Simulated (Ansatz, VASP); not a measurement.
# Two plane-wave programs on Si3C2

Contents of INCAR:

```
SYSTEM = Si3C2
PREC = Accurate
ENCUT = 600
EDIFF = 1E-7
ISMEAR = 0
SIGMA = 0.1
LREAL = .False.
LASPH = .True.
NELM = 80
ALGO = Normal
ISIF = 3
LWAVE = .False.
LCHARG = .False.
GGA = PE
IBRION = 2
NSW = 100
EDIFFG = -0.01
```

KPOINTS

```
regular mesh
0
Gamma
  14 14 6
  0 0 0
```

POSCAR

```
Si3C2
1.0
    2.7351988919      0.0000000000      0.0000000000
    0.0000000000      2.8083326090      0.0000000000
    0.0000000000      0.0000000000      6.8865088680
Si C
3 2
Direct
    0.0000000000      0.5000000000      0.2845419655
    0.0000000000      0.5000000000      0.9293189673
    0.0000000000      0.0000000000      0.6048234939
    0.5000000000      0.0000000000      0.8705979918
    0.5000000000      0.5000000000      0.4827175915
```

Input for Ansatz:

```yaml
crystal:
  lattice:
    - [2.7351988919, 0.0, 0.0]
    - [0.0, 2.808332609, 0.0]
    - [0.0, 0.0, 6.886508868]
  atoms:
    - { symbol: Si, position: [0.0, 0.5, 0.2845419655] }
    - { symbol: Si, position: [0.0, 0.5, 0.9293189673] }
    - { symbol: Si, position: [0.0, 0.0, 0.6048234939] }
    - { symbol: C, position: [0.5, 0.0, 0.8705979918] }
    - { symbol: C, position: [0.5, 0.5, 0.4827175915] }
basis:
  ecutwfc: 420
kpoints:
  mp_grid: { grid: [14, 14, 6] }
hamiltonian:
  xc: pbe
scf:
  occupations: { method: gaussian, width: 0.1 }
output:
  forces: true
  stress: true
  eigenvalues: true
  write_density: true
  write_potential: true
  elf: true
  volumetric_format: npy
relax:
  adjacent_minimum: "off"
  f_tol: 0.01
  max_steps: 80
  cell: { stress_tol: 0.05 }
```

Change from the starting cell: species swapped into the Er2Si3 type (Pmm2, No. 25).

Alike in both runs: task relaxation of cell and atoms; functional PBE; k mesh 14 × 14 × 6; occupations gaussian, width 0.1 eV; no spin polarisation.

```csv
,VASP,Ansatz
version,VASP 6.6.1,Ansatz 0.2.0
potentials or method,"VASP PAW PBE potentials, release 64 (Si, C), cutoff 600 eV","scalar-relativistic, plane waves, PAW"
valence electrons in the cell,20,20
```

|  | VASP | Ansatz | Ansatz less VASP |
| --- | --- | --- | --- |
| gap on the k mesh at the Fermi level, each at its own relaxed structure (eV) | none | none | - |
| relaxed volume (Å³/atom) | 10.64 | 10.65 | +0.004 |
| relaxed length of the cell vector where the two differ most in proportion (Å) | 6.902 | 6.905 | +0.0031 |

A gap of «none» marks a metal or a gap that the smearing closes.
